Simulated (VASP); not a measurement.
# Ti2C (R-3m) in VASP: notebook

Ti2C is run at these levels: PBEsol; tasks: single point.

Everything below comes from runs of VASP 6.6.1. Logs are shortened: lines on timing, memory, paths and dates and some standing lists are left out, and cuts for length are marked.

### Step 1. The cell of the first run

The structure is trigonal, space group R-3m (No. 166). The conventional cell has a = 3.081 Å, b = 3.081 Å, c = 13.719 Å, α = 90.00°, β = 90.00°, γ = 120.00°. Ti (site symmetry 3m) has 3 C at 2.08 Å within 2.8 Å. Within 2.8 Å of C (site symmetry -3m) lie 6 Ti at 2.08 Å.

### Step 2. Single point, PBEsol

File INCAR:

```
PREC = Accurate
ENCUT = 520
EDIFF = 1E-6
ISMEAR = -1
SIGMA = 0.15
LREAL = False
LASPH = True
NELM = 60
ALGO = Normal
ISIF = 2
LWAVE = False
LCHARG = False
GGA = PS
NBANDS = 21
```

File KPOINTS:

```
Automatic mesh
0
Gamma
  13 13 13
```

File POSCAR:

```
Ti2C
1.0
    1.5406980000      0.8895230000      4.5730815000
   -1.5406980000      0.8895230000      4.5730815000
    0.0000000000     -1.7790450000      4.5730815000
Ti C
2 1
Direct
    0.2454980000      0.2454980000      0.2454980000
    0.7545020000      0.7545020000      0.7545020000
    0.5000000000      0.5000000000      0.5000000000
```

Potentials or basis: VASP PAW PBE potentials, release 64 (Ti_sv, C).

Command:

```console
$ cat potpaw_PBE.64/Ti_sv/POTCAR potpaw_PBE.64/C/POTCAR > POTCAR
$ mpirun -np 1 vasp_std > vasp.out
```

OUTCAR:

```text
PREC = Accurate
   ENCUT = 520
   EDIFF = 1E-6
   ISMEAR = -1
   LREAL = False
   LASPH = True
   NELM = 60
   ISIF = 2
   GGA = PS

 ion  position               nearest neighbor table
   1  0.245  0.245  0.245-   3 2.08   3 2.08   3 2.08   2 2.80   2 2.80   2 2.80
   2  0.755  0.755  0.755-   3 2.08   3 2.08   3 2.08   1 2.80   1 2.80   1 2.80
   3  0.500  0.500  0.500-   1 2.08   1 2.08   2 2.08   2 2.08   1 2.08   2 2.08

  LATTYP: Found a trigonal (rhomboedric) cell.
 ALAT       =     4.9069416035
 COS(alpha) =     0.8028288138

  Lattice vectors:

 A1 = (   1.5406980000,   0.8895230000,   4.5730815000)
 A2 = (  -1.5406980000,   0.8895230000,   4.5730815000)
 A3 = (   0.0000000000,  -1.7790450000,   4.5730815000)

Analysis of symmetry for initial positions (statically):
=====================================================================
 Subroutine PRICEL returns:
 Original cell was already a primitive cell.

 Routine SETGRP: Setting up the symmetry group for a
 trigonal (rhombohedral) supercell.

 Subroutine GETGRP returns: Found 12 space group operations
 (whereof 12 operations were pure point group operations)
 out of a pool of 12 trial point group operations.

The static configuration has the point symmetry D_3d.

Analysis of symmetry for dynamics (positions and initial velocities):
=====================================================================
 Subroutine PRICEL returns:
 Original cell was already a primitive cell.

 Routine SETGRP: Setting up the symmetry group for a
 trigonal (rhombohedral) supercell.

 Subroutine GETGRP returns: Found 12 space group operations
 (whereof 12 operations were pure point group operations)
 out of a pool of 12 trial point group operations.

The dynamic configuration has the point symmetry D_3d.

 Subroutine INISYM returns: Found 12 space group operations
 (whereof 12 operations are pure point group operations),
 and found     1 'primitive' translations

----------------------------------------------------------------------------------------

                                     Primitive cell

  volume of cell :      37.6041

  direct lattice vectors                    reciprocal lattice vectors
     1.540698000  0.889523000  4.573081500     0.324528233  0.187366408  0.072890297
    -1.540698000  0.889523000  4.573081500    -0.324528233  0.187366408  0.072890297
     0.000000000 -1.779045000  4.573081500     0.000000000 -0.374732816  0.072890338
[... 78 lines left out ...]
   ISTART =      0    job   : 0-new  1-cont  2-samecut
   ICHARG =      2    charge: 1-file 2-atom 10-const
   ISPIN  =      1    spin polarized calculation?
   LNONCOLLINEAR =      F non collinear calculations
   LSORBIT =      F    spin-orbit coupling
   LASPH  =      T    aspherical Exc in radial PAW
   ENCUT  =  520.0 eV  38.22 Ry    6.18 a.u.   9.12  9.12  9.12*2*pi/ulx,y,z
   NELM   =     60;   NELMIN=  2; NELMDL= -5     # of ELM steps
   EDIFF  = 0.1E-05   stopping-criterion for ELM
   LREAL  =      F    real-space projection
   EDIFFG = 0.1E-04   stopping-criterion for IOM
   NSW    =      0    number of steps for IOM
   IBRION =     -1    ionic relax: 0-MD 1-quasi-New 2-CG
   NFREE  =      0    steps in history (QN), initial steepest desc. (CG)
   ISIF   =      2    stress and relaxation
   ISYM   =      2    0-nonsym 1-usesym 2-fastsym
   POTIM  = 0.5000    time-step for ionic-motion
   TEBEG  =    0.0;   TEEND  =   0.0 temperature during run
   PSTRESS=    0.0 pullay stress
   NELECT =      28.0000    total number of electrons
   NUPDOWN=      -1.0000    fix difference up-down
   EMIN   =  10.00;   EMAX   =-10.00  energy-range for DOS
   EFERMI =   0.00;   METHOD = LEGACY
   ISMEAR =    -1;   SIGMA  =   0.15  broadening in eV -4-tet -1-fermi 0-gaus
   EFERMI_NEDOS =   21; number of points for ismear=-14 and -15
   IALGO  =     38    algorithm
   IMIX   =      4    mixing-type and parameters
     AMIX     =   0.40;   BMIX     =  1.00
     AMIX_MAG =   1.60;   BMIX_MAG =  1.00
  volume/ion in A,a.u.               =      12.53        84.59
  Fermi-wavevector in a.u.,A,eV,Ry     =   1.483825  2.804022 29.956434  2.201736
  Thomas-Fermi vector in A             =   2.597438
   LORBIT       =      0    0 simple, 1 ext, 2 COOP (PROOUT), +10 PAW based schemes
   GGA     = PS    functional components
   LHFCALC =     F    Hartree Fock is set to
   AEXX    =    0.0000 exact exchange contribution
   IVDW    =     0    specifies the selected vdW correction
   LEPSILON=     F    determine dielectric tensor
   LRPA    =     F    only Hartree local field effects (RPA)
 non-spin polarized calculation
  energy-cutoff  :      520.00
  volume of cell :       37.60
 maximum number of plane-waves:      1023
   NGX = 19   NGY = 19   NGZ = 19

 number of electron      28.0000004 magnetization

 Free energy of the ion-electron system (eV)
  ---------------------------------------------------
  ext. energy  EPLUGINS =         0.00000000
  ---------------------------------------------------
  free energy    TOTEN  =       -28.42406440 eV

  energy without entropy =      -28.29458622  energy(sigma->0) =      -28.35932531

 E-fermi :   8.7183     XC(G=0): -12.2228

 val. band max:        8.7097263667   @ k =   0.3846   0.2308   0.2308
 cond. band min:       8.7193908594   @ k =  -0.3846   0.3077   0.2308
 fundamental gap:      0.0096644927
 Fermi energy:         8.7182880170

 k-point     1 :       0.0000    0.0000    0.0000
  band No.  band energies     occupation
      1     -47.5991      2.00000
      2     -47.4490      2.00000
      3     -24.3463      2.00000
      4     -23.7699      2.00000
      5     -23.7699      2.00000
      6     -23.6535      2.00000
[... 565 lines left out ...]
     20      13.1329      0.00000
     21      13.4777      0.00000

 [... further k-points ...]
[... 5 lines left out ...]
  --------------------------------------------------------------------------------------
  -------------------------------------------------------------------------------------
  Total        0.4594754      0.4594756      3.0670959      0.0000000      0.0000002      0.0000000
  in kB       19.5766367     19.5766483    130.6782189      0.0000000      0.0000095      0.0000000
  external PRESSURE =      56.6105013 kB  Pullay stress =       0.0000000 kB

 VOLUME and BASIS-vectors are now :
 -----------------------------------------------------------------------------
  energy-cutoff  :      520.00
  volume of cell :       37.60
      direct lattice vectors                 reciprocal lattice vectors
     1.540698000  0.889523000  4.573081500     0.324528233  0.187366408  0.072890297
    -1.540698000  0.889523000  4.573081500    -0.324528233  0.187366408  0.072890297
     0.000000000 -1.779045000  4.573081500     0.000000000 -0.374732816  0.072890338

 POSITION                                       TOTAL-FORCE (eV/Angst)
 -----------------------------------------------------------------------------------
      0.00000      0.00000      3.36805        -0.000000      0.000000      0.671110
      0.00000      0.00000     10.35120        -0.000000     -0.000000     -0.671110
      0.00000      0.00000      6.85962         0.000000      0.000000     -0.000000
 -----------------------------------------------------------------------------------
    total drift:                               -0.000000      0.000000     -0.000000

  FREE ENERGIE OF THE ION-ELECTRON SYSTEM (eV)
  ---------------------------------------------------
  free  energy   TOTEN  =       -28.4240643988 eV

  energy  without entropy=      -28.2945862206  energy(sigma->0) =      -28.35932531
```

Wall time 2.9 min (1 thread of AMD EPYC 9R45 (Zen 5), shared host); peak memory 0.29 GiB.

Results:

```yaml
Free_energy: -28.4241 eV
Pressure: 5.7 GPa
Largest_force: 0.671 eV/Å
Band_gap_on_the_k_mesh: zero (band 14 reaches 9.44 eV, above the bottom of band 15 at 8.44 eV)
```

Forces on the atoms (eV/Å):
```
Ti   0.000  0.000  0.671
Ti   0.000  0.000 -0.671
C    0.000  0.000  0.000
```

Caveat: the PAW data sets were made with another functional, which shifts forces and pressure a little.

### Step 3. Single point, PBEsol

This run uses another cell than the first one, of 12.75 Å³/atom, 1.018 times its volume.

File INCAR:

```
SYSTEM = Ti2C
  PREC = Accurate
  ENCUT = 520
  EDIFF = 1E-6
  ISMEAR = -1
  SIGMA = 0.15
  LREAL = .FALSE.
  LASPH = .TRUE.
  NELM = 100
  ALGO = Normal
  ISIF = 2
  LWAVE = .FALSE.
  LCHARG = .FALSE.
  GGA = PS
  NBANDS = 21
```

File KPOINTS:

```
Automatic mesh
0
G
  13 13 13
  0 0 0
```

File POSCAR:

```
Ti2C
1.0
    1.5406980000      0.8895230000      4.6533110000
   -1.5406980000      0.8895230000      4.6533110000
    0.0000000000     -1.7790450000      4.6533110000
Ti C
2 1
Direct
    0.2454980000      0.2454980000      0.2454980000
    0.7545020000      0.7545020000      0.7545020000
    0.5000000000      0.5000000000      0.5000000000
```

Potentials or basis: VASP PAW PBE potentials, release 64 (Ti_sv, C).

Command:

```console
$ cat potpaw_PBE.64/Ti_sv/POTCAR potpaw_PBE.64/C/POTCAR > POTCAR
$ mpirun -np 1 vasp_std > vasp.out
```

It took 3.8 min on 1 thread of AMD EPYC 9R45 (Zen 5), shared host; peak memory 0.32 GiB.

Results (log left out):

```yaml
Free_energy: -28.4661 eV
Pressure: 2.1 GPa
Largest_force: 0.384 eV/Å
Band_gap_on_the_k_mesh: zero (band 14 reaches 9.28 eV, above the bottom of band 15 at 8.25 eV)
```

Forces on the atoms (eV/Å):
```
Ti   0.000  0.000  0.384
Ti   0.000  0.000 -0.384
C    0.000  0.000  0.000
```

Stress tensor (GPa, compression positive):
```
-0.44  0.00  0.00
 0.00 -0.44  0.00
 0.00  0.00  7.25
```

Levels at points of the mesh, in eV from the Fermi level:
| k point | band 12 | band 13 | band 14 | band 15 | band 16 | band 17 |
| --- | --- | --- | --- | --- | --- | --- |
| (0.00, 0.00, 0.00) | -2.72 | -1.72 | 0.41 | 0.41 | 1.34 | 2.12 |

Caveat: the PAW data sets were made with another functional, which shifts forces and pressure a little.

### Step 4. Single point, PBEsol

This run uses another cell than the first one, of 12.97 Å³/atom, 1.035 times its volume.

File INCAR:

```
SYSTEM = Ti2C
ALGO = Normal ; EDIFF = 1E-6
ENCUT = 520 ; GGA = PS
ISIF = 2 ; ISMEAR = -1
LASPH = .TRUE. ; LCHARG = .TRUE.
LELF = .TRUE. ; LREAL = .FALSE.
LVHAR = .TRUE. ; LWAVE = .FALSE.
NBANDS = 21 ; NELM = 100
PREC = Accurate ; SIGMA = 0.15
```

File KPOINTS:

```
k-points
0
G
  13 13 13
  0 0 0
```

File POSCAR:

```
Ti2C
1.0
    1.5406980000      0.8895230000      4.7335405000
   -1.5406980000      0.8895230000      4.7335405000
    0.0000000000     -1.7790450000      4.7335405000
Ti C
2 1
Direct
    0.2454980000      0.2454980000      0.2454980000
    0.7545020000      0.7545020000      0.7545020000
    0.5000000000      0.5000000000      0.5000000000
```

Potentials or basis: VASP PAW PBE potentials, release 64 (Ti_sv, C).

Command:

```console
$ cat potpaw_PBE.64/Ti_sv/POTCAR potpaw_PBE.64/C/POTCAR > POTCAR
$ mpirun -np 1 vasp_std > vasp.out
```

OUTCAR:

```text
SYSTEM = Ti2C
   EDIFF = 1E-6
   ENCUT = 520
   GGA = PS
   ISIF = 2
   ISMEAR = -1
   LASPH = .TRUE.
   LREAL = .FALSE.
   NELM = 100
   PREC = Accurate

 ion  position               nearest neighbor table
   1  0.245  0.245  0.245-   3 2.10   3 2.10   3 2.10   2 2.86   2 2.86   2 2.86
   2  0.755  0.755  0.755-   3 2.10   3 2.10   3 2.10   1 2.86   1 2.86   1 2.86
   3  0.500  0.500  0.500-   1 2.10   1 2.10   2 2.10   2 2.10   1 2.10   2 2.10

  LATTYP: Found a trigonal (rhomboedric) cell.
 ALAT       =     5.0568178887
 COS(alpha) =     0.8143433111

  Lattice vectors:

 A1 = (   1.5406980000,   0.8895230000,   4.7335405000)
 A2 = (  -1.5406980000,   0.8895230000,   4.7335405000)
 A3 = (   0.0000000000,  -1.7790450000,   4.7335405000)

Analysis of symmetry for initial positions (statically):
=====================================================================
 Subroutine PRICEL returns:
 Original cell was already a primitive cell.

 Routine SETGRP: Setting up the symmetry group for a
 trigonal (rhombohedral) supercell.

[... 157 lines left out ...]

 number of electron      27.9999999 magnetization

 Free energy of the ion-electron system (eV)
  ---------------------------------------------------
  ext. energy  EPLUGINS =         0.00000000
  ---------------------------------------------------
  free energy    TOTEN  =       -28.48472932 eV

  energy without entropy =      -28.34657306  energy(sigma->0) =      -28.41565119

 E-fermi :   8.3775     XC(G=0): -12.0499

 val. band max:        8.3771481947   @ k =   0.3846   0.1538   0.0000
 cond. band min:       8.3780581889   @ k =   0.3846   0.2308   0.2308
 fundamental gap:      0.0009099942
 Fermi energy:         8.3774549997

 k-point     1 :       0.0000    0.0000    0.0000
  band No.  band energies     occupation
      1     -48.0451      2.00000
      2     -47.9284      2.00000
      3     -24.7416      2.00000
      4     -24.2083      2.00000
      5     -24.2083      2.00000
      6     -24.1220      2.00000
[... 565 lines left out ...]
     20      12.5078      0.00000
     21      12.9572      0.00000

 [... further k-points ...]
[... 5 lines left out ...]
  --------------------------------------------------------------------------------------
  -------------------------------------------------------------------------------------
  Total       -0.6205141     -0.6205145      0.4224899      0.0000000      0.0000000      0.0000000
  in kB      -25.5417336    -25.5417486     17.3906199      0.0000000      0.0000012      0.0000000
  external PRESSURE =     -11.2309541 kB  Pullay stress =       0.0000000 kB

 VOLUME and BASIS-vectors are now :
 -----------------------------------------------------------------------------
  energy-cutoff  :      520.00
  volume of cell :       38.92
      direct lattice vectors                 reciprocal lattice vectors
     1.540698000  0.889523000  4.733540500     0.324528233  0.187366408  0.070419440
    -1.540698000  0.889523000  4.733540500    -0.324528233  0.187366408  0.070419440
     0.000000000 -1.779045000  4.733540500     0.000000000 -0.374732816  0.070419480

 POSITION                                       TOTAL-FORCE (eV/Angst)
 -----------------------------------------------------------------------------------
      0.00000      0.00000      3.48622         0.000000      0.000000      0.111738
      0.00000      0.00000     10.71440         0.000000     -0.000000     -0.111738
      0.00000      0.00000      7.10031         0.000000      0.000000      0.000000
 -----------------------------------------------------------------------------------
    total drift:                                0.000000      0.000000     -0.000000

  FREE ENERGIE OF THE ION-ELECTRON SYSTEM (eV)
  ---------------------------------------------------
  free  energy   TOTEN  =       -28.4847293193 eV

  energy  without entropy=      -28.3465730572  energy(sigma->0) =      -28.41565119
```

Run time: 4 min. Hardware: 1 thread of AMD EPYC 9R45 (Zen 5), shared host; peak memory 0.32 GiB.

Results:

```yaml
Free_energy: -28.4847 eV
Pressure: -1.1 GPa
Largest_force: 0.112 eV/Å
Band_gap_on_the_k_mesh: zero (band 14 reaches 9.03 eV, above the bottom of band 15 at 8.08 eV)
```

Forces in eV/Å, atoms in the order of the input:
```
Ti   0.000  0.000  0.112
Ti   0.000  0.000 -0.112
C    0.000  0.000  0.000
```

Caveat: the PAW data sets were made with another functional, which shifts forces and pressure a little.

(Continued in part 2 of 2.)
